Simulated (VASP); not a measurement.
Input of a VASP 6.6.1 run:

File INCAR:

```
PREC = Accurate ; ENCUT = 520
EDIFF = 1E-6 ; ISMEAR = -1
SIGMA = 0.02 ; LREAL = F
LASPH = T ; NELM = 60
ALGO = Normal ; ISIF = 2
LWAVE = F ; LCHARG = F
GGA = PE ; NBANDS = 17
```

The input KPOINTS:

```
regular mesh
0
Gamma
  10 10 10
```

POSCAR

```
SnO
1.0
    3.1313621989      0.0000000000      0.0000000000
    0.0000000000      3.1313621989      0.0000000000
    0.0000000000      0.0000000000      3.1313621989
Sn O
1 1
Direct
    0.0000000000      0.0000000000      0.0000000000
    0.5000000000      0.5000000000      0.5000000000
```

Potentials or basis: VASP PAW PBE potentials, release 64 (Sn_d, O).

Run with:

```console
$ cat potpaw_PBE.64/Sn_d/POTCAR potpaw_PBE.64/O/POTCAR > POTCAR
$ mpirun -np 1 vasp_std > vasp.out
```

(1) Estimate the pressure.

Results:

(1) -0.1 GPa.
